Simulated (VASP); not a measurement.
Write the native input for VASP 6.6.1 that does the following.

| Item | Value |
| --- | --- |
| Task | relaxation of the atoms |
| Functional | PBE |
| Dispersion | D3(BJ) |
| Potentials or basis | VASP PAW PBE potentials, release 64 (C) |
| Cutoff | 520 eV |
| k mesh | 15 × 15 × 1 |
| Occupations | gaussian, width 0.1 eV |
| Spin | no spin polarisation |
| Dipole correction | yes |
| Further INCAR settings | ALGO = Normal; EDIFF = 1e-06; IBRION = 2; EDIFFG = -0.02; NSW = 80 |

The structure of C lies in POSCAR:

```
C
1.0
    2.4649796689      0.0000000000      0.0000000000
   -1.2324898345      2.1347350131      0.0000000000
    0.0000000000      0.0000000000     21.7384333923
C
6
Direct
    0.0000000000      0.0000000000      0.3450110732
    0.3333333333      0.6666666667      0.3450110624
    0.0000000000      0.0000000000      0.5000000054
    0.6666666667      0.3333333333      0.4999999946
    0.0000000000      0.0000000000      0.6549889376
    0.3333333333      0.6666666667      0.6549889268
```

One way to write it, as run:

INCAR

```
SYSTEM = C
PREC     = Accurate       ! precision mode
ENCUT    = 520            ! plane-wave cutoff, eV
EDIFF    = 1E-6           ! SCF threshold, eV
ISMEAR   = 0              ! smearing method
SIGMA    = 0.1            ! smearing width, eV
LREAL    = .False.        ! projectors in reciprocal space
LASPH    = .True.         ! aspherical terms in the spheres
NELM     = 80             ! most SCF steps
ALGO     = Normal         ! electronic algorithm
ISIF     = 2              ! what is computed and relaxed
LWAVE    = .False.        ! write WAVECAR
LCHARG   = .False.        ! write CHGCAR
LDIPOL   = .True.       
IDIPOL   = 3            
DIPOL    = 0.5 0.5 0.500
GGA      = PE             ! functional
IVDW     = 12             ! dispersion correction
IBRION   = 2              ! ionic algorithm
NSW      = 80             ! ionic steps
EDIFFG   = -0.02          ! ionic threshold
```

KPOINTS

```
regular mesh
0
Gamma
  15 15 1
  0 0 0
```

Potentials or basis: VASP PAW PBE potentials, release 64 (C).

Launch:

```bash
$ cat potpaw_PBE.64/C/POTCAR > POTCAR
$ mpirun -np 1 vasp_std > vasp.out
```

Results of the run:

```yaml
Largest_force_after_relaxing: 0.012 eV/Å
Dispersion_energy_per_atom: -0.131 eV
```

Caveat: the relaxation stopped at its first step, so nothing moved.

It took 52 s on 1 thread of Intel(R) Xeon(R) Platinum 8559C (Emerald Rapids) (shared host), peak memory 0.22 GiB.
